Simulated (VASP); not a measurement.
Write the native input for VASP 6.6.1 that does the following.

* Task: single point
* Functional: PBE
* Potentials or basis: VASP PAW PBE potentials, release 64 (Ru_pv)
* Cutoff: 520 eV
* k mesh: 6 × 6 × 3
* Occupations: fermi-dirac, width 0.03 eV
* Spin: no spin polarisation
* Dipole correction: no
* Further INCAR settings: ALGO = Normal; EDIFF = 1e-06; NBANDS = 21

The structure of Ru lies in POSCAR:

```
Ru
1.0
    2.7058000000      0.0000000000      0.0000000000
   -1.3529000000      2.3432915376      0.0000000000
    0.0000000000      0.0000000000      4.2819000000
Ru
2
Direct
    0.6666666667      0.3333333333      0.7500000000
    0.3333333333      0.6666666667      0.2500000000
```

These files were run (other wordings do the same):

INCAR

```
SYSTEM = Ru
PREC = Accurate ; ENCUT = 520
EDIFF = 1E-6 ; ISMEAR = -1
SIGMA = 0.03 ; LREAL = .FALSE.
LASPH = .TRUE. ; NELM = 80
ALGO = Normal ; ISIF = 2
LWAVE = .FALSE. ; LCHARG = .TRUE.
GGA = PE ; LELF = .TRUE.
LVHAR = .TRUE. ; NBANDS = 21
```

KPOINTS

```
regular mesh
0
G
  6 6 3
  0 0 0
```

Potentials or basis: VASP PAW PBE potentials, release 64 (Ru_pv).

Command:

```bash
$ cat potpaw_PBE.64/Ru_pv/POTCAR > POTCAR
$ mpirun -np 1 vasp_std > vasp.out
```

Results of the run:

The pressure is 5.2 GPa and the band gap on the k mesh is zero (band 14 reaches 14.43 eV, above the bottom of band 15 at 11.45 eV).

Caveat: the k points lie up to 0.49 Å⁻¹ apart.

It took 5.4 s on 1 thread of Intel Xeon 6975P-C (shared host), peak memory 0.13 GiB.
